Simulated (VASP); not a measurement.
Runs of VASP 6.6.1 on AlN. The cells are those of the table. 

```csv
cell,gap on the mesh (eV),pressure (GPa),largest force (eV/Å)
"a = 5.914, b = 3.130, c = 11.496 Å, angles 75.0, 57.0, 74.7°, 16 atoms",3.54,-0.9,2.29
"a = 5.914, b = 3.130, c = 10.397 Å, angles 76.9, 68.0, 74.7°, 16 atoms",(d),6.5,6.80
"a = 5.914, b = 3.130, c = 10.896 Å, angles 75.9, 62.2, 74.7°, 16 atoms",0.72,(b),4.52
"a = 5.914, b = 3.130, c = 9.759 Å, angles 79.8, 80.9, 74.7°, 16 atoms",3.60,(c),2.20
"a = 5.914, b = 3.130, c = 11.184 Å, angles 75.4, 59.5, 74.7°, 16 atoms",2.27,(a),2.85
"a = 5.914, b = 3.130, c = 10.013 Å, angles 78.3, 74.2, 74.7°, 16 atoms",1.00,-2.2,1.99
```

Alike in all rows: task single point; level PBE; potentials or basis VASP PAW PBE potentials, release 64 (Al, N); no spin polarisation; k mesh 4 × 8 × 3; cutoff (eV) 520; smearing gaussian 0.05 eV.

Estimate the missing entries.

(a) -0.7; (b) 3.1; (c) -0.5; (d) 0.18.

Caveats: forces of over 1 eV/Å act on the atoms, so gaps and moduli don't describe the material at rest; semilocal functionals underestimate gaps, and a narrow one can read as zero (at least some runs); the stress differs along the axes, from -0 to 12 GPa (at least some runs); the stress differs along the axes, from -5 to 11 GPa (at least some runs); the stress differs along the axes, from -7 to 3 GPa (at least some runs); the stress differs along the axes, from -4 to 2 GPa (at least some runs); the stress differs along the axes, from -6 to 1 GPa (at least some runs).

A k mesh can miss the band edges.
